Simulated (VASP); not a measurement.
PbF2: single point with PBE

The system is PbF2.

```
Pb F
1.0
     0.00000    2.96044    2.96044
     2.96044    0.00000    2.96044
     2.96044    2.96044    0.00000
Pb F
1 2
Direct
  0.00000 0.00000 0.00000
  0.25000 0.25000 0.25000
  0.75000 0.75000 0.75000
```

| Quantity | Value |
| --- | --- |
| Program | VASP 6.6.1 |
| Task | single point |
| Functional | PBE |
| Potentials or basis | VASP PAW PBE potentials, release 64 (Pb_d, F) |
| Cutoff | 520 eV |
| k mesh | 8 × 8 × 8 |
| Occupations | fermi-dirac, width 0.02 eV |
| Spin | no spin polarisation |
| Dipole correction | no |
| Further INCAR settings | ALGO = Normal; EDIFF = 1e-07; NBANDS = 21 |

```json
{
 "Pressure": "2.7 GPa",
 "Band gap on the k mesh": "4.42 eV (least direct gap 4.56 eV)"
}
```

Levels at points of the mesh, in eV from the valence-band top:
```csv
k point,band 11,band 12,band 13,band 14,band 15,band 16,band 17,band 18
"(0.00, 0.00, 0.00)",-2.50,-2.00,-2.00,-2.00,6.78,6.78,6.78,10.65
"(0.50, 0.00, 0.00)",-2.70,-2.17,-2.17,-0.03,5.03,7.68,7.68,13.23
"(0.50, 0.50, 0.00)",-1.58,-1.57,-1.57,-0.15,4.42,7.91,7.91,8.95
```

It took 12 s on 1 thread of Intel(R) Xeon(R) 6975P-C (Granite Rapids), on a shared host, peak memory 0.18 GiB.

Caveat: spin-orbit coupling is left out, which moves the levels of the heavy elements. A k mesh can miss the band edges.
